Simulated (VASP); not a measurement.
**Cr: single point with PBEsol**

Crystal: Cr.

```xyz
1
Lattice="-1.4059 1.4059 1.4420 1.4059 -1.4059 1.4420 1.4059 1.4059 -1.4420" Properties=species:S:1:pos:R:3 pbc="T T T"
Cr    0.0000    0.0000    0.0000
```

This cell differs from its parent crystal: strain -0.025 along x and y, +0.000 along z.

- Program: VASP 6.6.1
- Task: single point
- Functional: PBEsol
- Potentials or basis: VASP PAW PBE potentials, release 64 (Cr_pv)
- Cutoff: 520 eV
- k mesh: 24 × 24 × 24
- Occupations: gaussian, width 0.15 eV
- Spin: no spin polarisation

The pressure is -6.2 GPa. The band gap on the k mesh is zero (band 6 reaches 13.49 eV, above the bottom of band 7 at 10.21 eV).

Stress tensor (GPa, compression positive):
```
 -3.15   0.00   0.00
  0.00  -3.15   0.00
  0.00   0.00 -12.19
```

Levels at points of the mesh, in eV from the Fermi level:
| k point | band 2 | band 3 | band 4 | band 5 | band 6 | band 7 | band 8 | band 9 | band 10 | band 11 |
| --- | --- | --- | --- | --- | --- | --- | --- | --- | --- | --- |
| (0.00, 0.00, 0.00) | -42.57 | -42.57 | -7.94 | -1.01 | -1.01 | -0.80 | 1.00 | 1.22 | 7.08 | 22.01 |
| (0.50, 0.00, 0.00) | -42.87 | -42.58 | -4.52 | -2.43 | 1.02 | 1.05 | 1.47 | 2.89 | 7.08 | 9.98 |
| (0.50, 0.50, 0.00) | -42.90 | -42.59 | -4.55 | -2.69 | 1.28 | 1.28 | 1.55 | 2.92 | 7.08 | 10.23 |
| (0.50, 0.50, 0.50) | -43.22 | -43.22 | -4.48 | -4.40 | 2.47 | 2.52 | 2.52 | 7.08 | 10.06 | 10.99 |

Wall time 120 s on 1 thread of Intel(R) Xeon(R) Platinum 8375C CPU @ 2.90GHz (Ice Lake), with other jobs on the host, peak memory 0.24 GiB.

Caveat: the cell differs from its parent crystal (strain -0.025 along x and y, +0.000 along z); the PAW data sets were made with another functional, which shifts forces and pressure a little; the run has no spin polarisation, though such a crystal can be magnetic. Spin polarisation is off, so any magnetic state and its effect on volume and gap are missing.
